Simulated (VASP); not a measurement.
# MgO (wurtzite type) (P6_3mc) in VASP: a series of runs

The runs below take MgO (wurtzite type) through single point, relaxation of cell and atoms, with PBE.

All numbers are computed with VASP 6.6.1; they aren't measurements. Logs are shortened: lines on timing, memory, paths and dates and some standing lists are left out, and cuts for length are marked.

### Step 1. The cell of the first run

Symmetry: P6_3mc, No. 186, hexagonal system. The conventional cell has a = 3.315 Å, b = 3.315 Å, c = 5.122 Å, α = 90.00°, β = 90.00°, γ = 120.00°. Within 2.6 Å of Mg (site symmetry 3m) lie 4 O at 1.99 to 2.01 Å. Within 2.6 Å of O (site symmetry 3m) lie 4 Mg at 1.99 to 2.01 Å.

### Step 2. Single point, PBE

File INCAR:

```
ALGO = Normal ; EDIFF = 1E-6
ENCUT = 520 ; GGA = PE
ISIF = 2 ; ISMEAR = -1
LASPH = True ; LCHARG = False
LREAL = False ; LWAVE = False
NBANDS = 16 ; NELM = 80
PREC = Accurate ; SIGMA = 0.08
```

File KPOINTS:

```
k-points
0
Gamma
  15 15 8
```

File POSCAR:

```
MgO
1.0
    3.3145816860      0.0000000000      0.0000000000
   -1.6572908430      2.8705119429      0.0000000000
    0.0000000000      0.0000000000      5.1218850426
Mg O
2 2
Direct
    0.3333333333      0.6666666667     -0.0079272877
    0.6666666667      0.3333333333      0.4920727123
    0.3333333333      0.6666666667      0.3839272877
    0.6666666667      0.3333333333      0.8839272877
```

Potentials or basis: VASP PAW PBE potentials, release 64 (Mg, O).

The run is started by

```console
> cat potpaw_PBE.64/Mg/POTCAR potpaw_PBE.64/O/POTCAR > POTCAR
> mpirun -np 1 vasp_std > vasp.out
```

OUTCAR:

```text
EDIFF = 1E-6
   ENCUT = 520
   GGA = PE
   ISIF = 2
   ISMEAR = -1
   LASPH = True
   LREAL = False
   NELM = 80
   PREC = Accurate

 ion  position               nearest neighbor table
   1  0.333  0.667  0.992-   4 1.99   4 1.99   4 1.99   3 2.01   2 3.20   2 3.20   2 3.20   2 3.20
                             2 3.20   2 3.20
   2  0.667  0.333  0.492-   3 1.99   3 1.99   3 1.99   4 2.01   1 3.20   1 3.20   1 3.20   1 3.20
                             1 3.20   1 3.20
   3  0.333  0.667  0.384-   2 1.99   2 1.99   2 1.99   1 2.01
   4  0.667  0.333  0.884-   1 1.99   1 1.99   1 1.99   2 2.01

  LATTYP: Found a hexagonal cell.
 ALAT       =     3.3145816860
 C/A-ratio  =     1.5452583547

  Lattice vectors:

 A1 = (   3.3145816860,   0.0000000000,   0.0000000000)
 A2 = (  -1.6572908430,   2.8705119429,   0.0000000000)
 A3 = (   0.0000000000,   0.0000000000,   5.1218850426)

Analysis of symmetry for initial positions (statically):
=====================================================================
 Subroutine PRICEL returns:
 Original cell was already a primitive cell.

 Routine SETGRP: Setting up the symmetry group for a
 hexagonal supercell.

 Subroutine GETGRP returns: Found 12 space group operations
 (whereof  6 operations were pure point group operations)
 out of a pool of 24 trial point group operations.

The static configuration has the point symmetry C_3v.
 The point group associated with its full space group is C_6v.

Analysis of symmetry for dynamics (positions and initial velocities):
=====================================================================
 Subroutine PRICEL returns:
 Original cell was already a primitive cell.

 Routine SETGRP: Setting up the symmetry group for a
 hexagonal supercell.

 Subroutine GETGRP returns: Found 12 space group operations
 (whereof  6 operations were pure point group operations)
 out of a pool of 24 trial point group operations.

The dynamic configuration has the point symmetry C_3v.
 The point group associated with its full space group is C_6v.

 Subroutine INISYM returns: Found 12 space group operations
 (whereof  6 operations are pure point group operations),
 and found     1 'primitive' translations

----------------------------------------------------------------------------------------

                                     Primitive cell

  volume of cell :      48.7324

  direct lattice vectors                    reciprocal lattice vectors
     3.314581686  0.000000000  0.000000000     0.301697196  0.174184957  0.000000000
    -1.657290843  2.870511943  0.000000000     0.000000000  0.348369914  0.000000000
     0.000000000  0.000000000  5.121885043     0.000000000  0.000000000  0.195240618

  length of vectors
     3.314581686  3.314581686  5.121885043     0.348369914  0.348369914  0.195240618

  position of ions in fractional coordinates (direct lattice)
     0.333333333  0.666666667  0.992072712
     0.666666667  0.333333333  0.492072712
     0.333333333  0.666666667  0.383927288
     0.666666667  0.333333333  0.883927288

  ion indices of the primitive-cell ions
   primitive index   ion index
                 1           1
                 2           2
                 3           3
                 4           4

----------------------------------------------------------------------------------------

 KPOINTS: k-points

Automatic generation of k-mesh.
 Grid dimensions read from file:
 generate k-points for:   15   15    8

 Generating k-lattice:

  Cartesian coordinates                     Fractional coordinates (reciprocal lattice)
     0.020113146  0.011612330  0.000000000     0.066666667 -0.000000000  0.000000000
     0.000000000  0.023224661  0.000000000     0.000000000  0.066666667  0.000000000
     0.000000000  0.000000000  0.024405077     0.000000000  0.000000000  0.125000000

  Length of vectors
     0.023224661  0.023224661  0.024405077

  Shift w.r.t. Gamma in fractional coordinates (k-lattice)
     0.000000000  0.000000000  0.000000000

 Subroutine IBZKPT returns following result:
 ===========================================

 Found    135 irreducible k-points:

 Following reciprocal coordinates:
            Coordinates               Weight
  0.000000  0.000000  0.000000      1.000000
  0.066667  0.000000  0.000000      6.000000
  0.133333  0.000000  0.000000      6.000000
  0.200000  0.000000  0.000000      6.000000
  0.266667  0.000000  0.000000      6.000000
  0.333333  0.000000  0.000000      6.000000
[... 16 lines left out ...]
  0.333333  0.200000  0.000000     12.000000
  0.400000  0.200000  0.000000      6.000000
 [... further k-points ...]
   k-points           NKPTS =    135   k-points in BZ     NKDIM =    135   number of bands    NBANDS=     16
   number of dos      NEDOS =    301   number of ions     NIONS =      4
   total plane-waves  NPLWV =  31360
   dimension x,y,z NGX =    28 NGY =   28 NGZ =   40
   dimension x,y,z NGXF=    56 NGYF=   56 NGZF=   80
   ions per type =               2   2
   NGX,Y,Z   is equivalent  to a cutoff of  14.04, 14.04, 12.98 a.u.
   NGXF,Y,Z  is equivalent  to a cutoff of  28.09, 28.09, 25.97 a.u.
 SYSTEM =  unknown system
   PREC   = accura    normal or accurate (medium, high low for compatibility)
   ISTART =      0    job   : 0-new  1-cont  2-samecut
   ICHARG =      2    charge: 1-file 2-atom 10-const
   ISPIN  =      1    spin polarized calculation?
   LNONCOLLINEAR =      F non collinear calculations
   LSORBIT =      F    spin-orbit coupling
   LASPH  =      T    aspherical Exc in radial PAW
   ENCUT  =  520.0 eV  38.22 Ry    6.18 a.u.   6.16  6.16  9.52*2*pi/ulx,y,z
   NELM   =     80;   NELMIN=  2; NELMDL= -5     # of ELM steps
   EDIFF  = 0.1E-05   stopping-criterion for ELM
   LREAL  =      F    real-space projection
   EDIFFG = 0.1E-04   stopping-criterion for IOM
   NSW    =      0    number of steps for IOM
   IBRION =     -1    ionic relax: 0-MD 1-quasi-New 2-CG
   NFREE  =      0    steps in history (QN), initial steepest desc. (CG)
   ISIF   =      2    stress and relaxation
   ISYM   =      2    0-nonsym 1-usesym 2-fastsym
   POTIM  = 0.5000    time-step for ionic-motion
   TEBEG  =    0.0;   TEEND  =   0.0 temperature during run
   PSTRESS=    0.0 pullay stress
   NELECT =      16.0000    total number of electrons
   NUPDOWN=      -1.0000    fix difference up-down
   EMIN   =  10.00;   EMAX   =-10.00  energy-range for DOS
   EFERMI =   0.00;   METHOD = LEGACY
   ISMEAR =    -1;   SIGMA  =   0.08  broadening in eV -4-tet -1-fermi 0-gaus
   EFERMI_NEDOS =   21; number of points for ismear=-14 and -15
   IALGO  =     38    algorithm
   IMIX   =      4    mixing-type and parameters
     AMIX     =   0.40;   BMIX     =  1.00
     AMIX_MAG =   1.60;   BMIX_MAG =  1.00
  volume/ion in A,a.u.               =      12.18        82.22
  Fermi-wavevector in a.u.,A,eV,Ry     =   1.129385  2.134229 17.354387  1.275511
  Thomas-Fermi vector in A             =   2.266079
   LORBIT       =      0    0 simple, 1 ext, 2 COOP (PROOUT), +10 PAW based schemes
   GGA     = PE    functional components
   LHFCALC =     F    Hartree Fock is set to
   AEXX    =    0.0000 exact exchange contribution
   IVDW    =     0    specifies the selected vdW correction
   LEPSILON=     F    determine dielectric tensor
   LRPA    =     F    only Hartree local field effects (RPA)
 non-spin polarized calculation
  energy-cutoff  :      520.00
  volume of cell :       48.73
 maximum number of plane-waves:      1339
 NGX is ok and might be reduce to    28
   NGX = 13   NGY = 13   NGZ = 19

 number of electron      15.9999998 magnetization

 Free energy of the ion-electron system (eV)
  ---------------------------------------------------
  ext. energy  EPLUGINS =         0.00000000
  ---------------------------------------------------
  free energy    TOTEN  =       -23.53495892 eV

  energy without entropy =      -23.53495892  energy(sigma->0) =      -23.53495892

 E-fermi :   2.5386     XC(G=0):  -9.6055

 val. band max:        0.8832083286   @ k =   0.0000   0.0000   0.0000
 cond. band min:       4.2776139971   @ k =   0.0000   0.0000   0.0000
 fundamental gap:      3.3944056685
 Fermi energy:         2.5385825926

 k-point     1 :       0.0000    0.0000    0.0000
  band No.  band energies     occupation
      1     -15.1901      2.00000
      2     -14.4704      2.00000
      3      -2.2482      2.00000
      4       0.2839      2.00000
      5       0.2839      2.00000
      6       0.5770      2.00000
[... 8 lines left out ...]
     15      17.2642      0.00000
     16      17.2642      0.00000

 k-point     2 :       0.0667    0.0000    0.0000
  band No.  band energies     occupation
      1     -15.1683      2.00000
      2     -14.4622      2.00000
      3      -2.2048      2.00000
      4       0.1761      2.00000
      5       0.2533      2.00000
      6       0.4180      2.00000
[... 8 lines left out ...]
     15      17.3699      0.00000
     16      17.4300      0.00000

 k-point     3 :       0.1333    0.0000    0.0000
  band No.  band energies     occupation
      1     -15.1064      2.00000
      2     -14.4400      2.00000
      3      -2.0773      2.00000
      4      -0.1654      2.00000
      5       0.0942      2.00000
      6       0.1748      2.00000
[... 8 lines left out ...]
     15      16.6590      0.00000
     16      17.0351      0.00000

 k-point     4 :       0.2000    0.0000    0.0000
  band No.  band energies     occupation
      1     -15.0111      2.00000
      2     -14.4092      2.00000
      3      -1.8744      2.00000
      4      -0.6588      2.00000
      5      -0.2450      2.00000
      6       0.0725      2.00000
[... 8 lines left out ...]
     15      15.9500      0.00000
     16      16.4251      0.00000

 k-point     5 :       0.2667    0.0000    0.0000
  band No.  band energies     occupation
      1     -14.8944      2.00000
      2     -14.3785      2.00000
      3      -1.6131      2.00000
      4      -1.1502      2.00000
      5      -0.5784      2.00000
      6      -0.0334      2.00000
[... 8 lines left out ...]
     15      15.5674      0.00000
     16      16.2209      0.00000

 k-point     6 :       0.3333    0.0000    0.0000
  band No.  band energies     occupation
      1     -14.7716      2.00000
      2     -14.3575      2.00000
      3      -1.5805      2.00000
      4      -1.3014      2.00000
      5      -0.8658      2.00000
      6      -0.1269      2.00000
[... 8 lines left out ...]
     15      15.2533      0.00000
     16      16.4223      0.00000
[... 267 lines left out ...]
 k-point    21 :       0.2000    0.2000    0.0000
  band No.  band energies     occupation
      1     -14.7422      2.00000
      2     -14.3527      2.00000
      3      -1.4406      2.00000
      4      -1.2569      2.00000
      5      -0.9280      2.00000
      6      -0.2006      2.00000
[... 8 lines left out ...]
     15      14.8730      0.00000
     16      16.7654      0.00000

 k-point    22 :       0.2667    0.2000    0.0000
  band No.  band energies     occupation
      1     -14.6376      2.00000
      2     -14.3498      2.00000
      3      -1.6500      2.00000
      4      -1.0994      2.00000
      5      -0.8910      2.00000
      6      -0.4080      2.00000
[... 8 lines left out ...]
     15      14.6211      0.00000
     16      16.7519      0.00000

 k-point    23 :       0.3333    0.2000    0.0000
  band No.  band energies     occupation
      1     -14.5513      2.00000
      2     -14.3623      2.00000
      3      -1.7885      2.00000
      4      -1.0702      2.00000
      5      -0.6864      2.00000
      6      -0.5779      2.00000
[... 8 lines left out ...]
     15      14.4148      0.00000
     16      16.6697      0.00000

 k-point    24 :       0.4000    0.2000    0.0000
  band No.  band energies     occupation
      1     -14.5128      2.00000
      2     -14.3746      2.00000
      3      -1.8368      2.00000
      4      -1.0416      2.00000
      5      -0.7220      2.00000
      6      -0.5069      2.00000
[... 8 lines left out ...]
     15      14.2430      0.00000
     16      16.6304      0.00000

 [... further k-points ...]
[... 5 lines left out ...]
  --------------------------------------------------------------------------------------
  -------------------------------------------------------------------------------------
  Total       -0.1250950     -0.1250950     -0.1213721      0.0000000      0.0000000      0.0000000
  in kB       -4.1127525     -4.1127525     -3.9903537      0.0000000      0.0000000      0.0000000
  external PRESSURE =      -4.0719529 kB  Pullay stress =       0.0000000 kB

 VOLUME and BASIS-vectors are now :
 -----------------------------------------------------------------------------
  energy-cutoff  :      520.00
  volume of cell :       48.73
      direct lattice vectors                 reciprocal lattice vectors
     3.314581686  0.000000000  0.000000000     0.301697196  0.174184957  0.000000000
    -1.657290843  2.870511943  0.000000000     0.000000000  0.348369914  0.000000000
     0.000000000  0.000000000  5.121885043     0.000000000  0.000000000  0.195240618

 POSITION                                       TOTAL-FORCE (eV/Angst)
 -----------------------------------------------------------------------------------
     -0.00000      1.91367      5.08128         0.000000     -0.000000      0.000367
      1.65729      0.95684      2.52034        -0.000000      0.000000      0.000367
     -0.00000      1.91367      1.96643        -0.000000     -0.000000     -0.000367
      1.65729      0.95684      4.52737         0.000000      0.000000     -0.000367
 -----------------------------------------------------------------------------------
    total drift:                               -0.000000     -0.000000     -0.001326

  FREE ENERGIE OF THE ION-ELECTRON SYSTEM (eV)
  ---------------------------------------------------
  free  energy   TOTEN  =       -23.5349589153 eV

  energy  without entropy=      -23.5349589152  energy(sigma->0) =      -23.53495892
```

Wall time 78 s (1 thread of AMD EPYC 9R14 (Zen 4), shared host); peak memory 0.21 GiB.

What came out:

* Free energy: -23.5350 eV
* Pressure: -0.4 GPa
* Band gap on the k mesh: 3.39 eV

A k mesh can miss the band edges.

### Step 3. Relaxation of cell and atoms, PBE

This run uses another cell than the first one, of 11.36 Å³/atom.

File INCAR:

```
PREC = Accurate
ENCUT = 600
EDIFF = 1E-6
ISMEAR = -1
SIGMA = 0.08
LREAL = False
LASPH = True
NELM = 80
ALGO = Normal
ISIF = 3
LWAVE = False
LCHARG = False
GGA = PE
IBRION = 2
NSW = 100
EDIFFG = -0.005
```

File KPOINTS:

```
regular mesh
0
Gamma
  15 15 8
```

File POSCAR:

```
MgO
1.0
    3.1809102065      0.0000000000      0.0000000000
   -1.5904551033      2.7547490460      0.0000000000
    0.0000000000      0.0000000000      5.1848836366
Mg O
2 2
Direct
    0.3333333333      0.6666666667      0.0000000000
    0.6666666667      0.3333333333      0.5000000000
    0.3333333333      0.6666666667      0.3760000000
    0.6666666667      0.3333333333      0.8760000000
```

Potentials or basis: VASP PAW PBE potentials, release 64 (Mg, O).

The run is started by

```console
> cat potpaw_PBE.64/Mg/POTCAR potpaw_PBE.64/O/POTCAR > POTCAR
> mpirun -np 1 vasp_std > vasp.out
```

Run time: 4.7 min. Hardware: 1 thread of AMD EPYC 9R14 (Zen 4), shared host; peak memory 0.22 GiB.

Results (log left out):

- Free energy: -23.5355 eV
- Relaxed volume: 12.13 Å³/atom
- Relaxed cell: a = 3.311 Å, b = 3.311 Å, c = 5.110 Å, α = 90.00°, β = 90.00°, γ = 120.00°
- Space group after relaxing (to 0.1 Å): P6_3mc (No. 186)
- Energy gained by relaxing: 29.3 meV/atom
- Ionic steps: 10
- Pressure after relaxing: 0.0 GPa
- Band gap on the k mesh: 3.42 eV

Step by step:
```csv
step,energy change (eV),largest force (eV/Å),pressure (GPa),volume (Å³)
1,0.0000,0.1296,9.40,45.43
2,-0.0903,0.1342,-2.80,49.95
3,-0.0992,0.1379,-0.28,48.83
4,-0.1054,0.1071,-0.22,48.79
5,-0.1156,0.0384,-0.11,48.64
6,-0.1169,0.0172,-0.07,48.57
7,-0.1170,0.0092,-0.08,48.54
8,-0.1170,0.0111,-0.08,48.54
9,-0.1170,0.0116,0.12,48.46
10,-0.1170,0.0015,0.00,48.51
```

Final structure:
```xyz
4
Lattice="3.3108 0.0000 0.0000 -1.6554 2.8672 0.0000 0.0000 0.0000 5.1102" Properties=species:S:1:pos:R:3 pbc="T T T"
Mg    0.0000    1.9115    5.0689
Mg    1.6554    0.9557    2.5138
O     0.0000    1.9115    1.9627
O     1.6554    0.9557    4.5179
```

Levels at points of the mesh, in eV from the valence-band top:
| k point | band 6 | band 7 | band 8 | band 9 | band 10 | band 11 |
| --- | --- | --- | --- | --- | --- | --- |
| (0.00, 0.00, 0.00) | -0.31 | -0.31 | 0.00 | 3.42 | 8.38 | 10.06 |
| (0.00, 0.00, 0.50) | -0.46 | -0.46 | -0.46 | 5.86 | 5.86 | 12.92 |

A k mesh can miss the band edges.
